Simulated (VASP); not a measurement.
Crystal: AgHgF3.

```xyz
5
Lattice="3.9611 0.0000 0.0000 0.0000 3.9611 0.0000 0.0000 0.0000 3.9611" Properties=species:S:1:pos:R:3 pbc="T T T"
Ag    0.0000    0.0000    0.0000
Hg    1.9805    1.9805    1.9805
F     1.9805    1.9805    0.0000
F     0.0000    1.9805    1.9805
F     1.9805    0.0000    1.9805
```

```yaml
Program: VASP 6.6.1
Task: relaxation of cell and atoms
Functional: PBE
Potentials_or_basis: VASP PAW PBE potentials, release 64 (Ag, Hg, F)
Cutoff: 600 eV
k_mesh: 6 × 6 × 6
Occupations: gaussian, width 0.1 eV
Spin: no spin polarisation
```

At the start: pressure 61.0 GPa; volume 12.43 Å³/atom.

Q: How do energy, volume and symmetry change on relaxing?

A: Over 4 steps the energy falls by 793.3 meV/atom and the volume is 18.47 Å³/atom (+48.6 %); space group Pm-3m (No. 221, to 0.05 Å).

Step by step:
```csv
step,energy change (eV),largest force (eV/Å),pressure (GPa),volume (Å³)
1,0.0000,0.0000,61.05,62.15
2,-3.0156,0.0000,-11.92,115.22
3,-3.9624,0.0000,0.98,90.96
4,-3.9665,0.0000,-0.01,92.33
```

Final structure:
```
Ag Hg F
1.0
     4.51982    0.00000    0.00000
     0.00000    4.51982    0.00000
     0.00000    0.00000    4.51982
Ag Hg F
1 1 3
Direct
  0.00000 0.00000 0.00000
  0.50000 0.50000 0.50000
  0.50000 0.50000 0.00000
  0.00000 0.50000 0.50000
  0.50000 0.00000 0.50000
```

Caveat: the volume moved by over 15 % at a fixed basis, so the end points are rough.
